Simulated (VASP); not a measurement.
Input of a VASP 6.6.1 run:

The input INCAR:

```
SYSTEM = Os
PREC = Accurate ; ENCUT = 520
EDIFF = 1E-6 ; ISMEAR = 0
SIGMA = 0.15 ; LREAL = .False.
LASPH = .True. ; NELM = 100
ALGO = Normal ; ISIF = 2
LWAVE = .False. ; LCHARG = .True.
GGA = PS ; LELF = .True.
LVHAR = .True. ; NBANDS = 10
```

File KPOINTS:

```
Automatic mesh
0
Gamma
  20 20 20
  0 0 0
```

POSCAR

```
Os
1.0
    0.0000000000      1.8963750000      2.0422500000
    1.8963750000      0.0000000000      2.0422500000
    1.8963750000      1.8963750000      0.0000000000
Os
1
Direct
    0.0000000000      0.0000000000      0.0000000000
```

Potentials or basis: VASP PAW PBE potentials, release 64 (Os).

Run with:

```sh
$ cat potpaw_PBE.64/Os/POTCAR > POTCAR
$ mpirun -np 1 vasp_std > vasp.out
```

(1) What does it give for the pressure?

(2) Predict the band gap on the k mesh.

Results:

(1) -18.4 GPa.

(2) zero (band 4 reaches 10.82 eV, above the bottom of band 5 at 6.80 eV).

Caveat: the cell differs from its parent crystal (strain -0.025 along x and y, +0.050 along z); the PAW data sets were made with another functional, which shifts forces and pressure a little; spin-orbit coupling is left out, which moves the levels of the heavy elements.
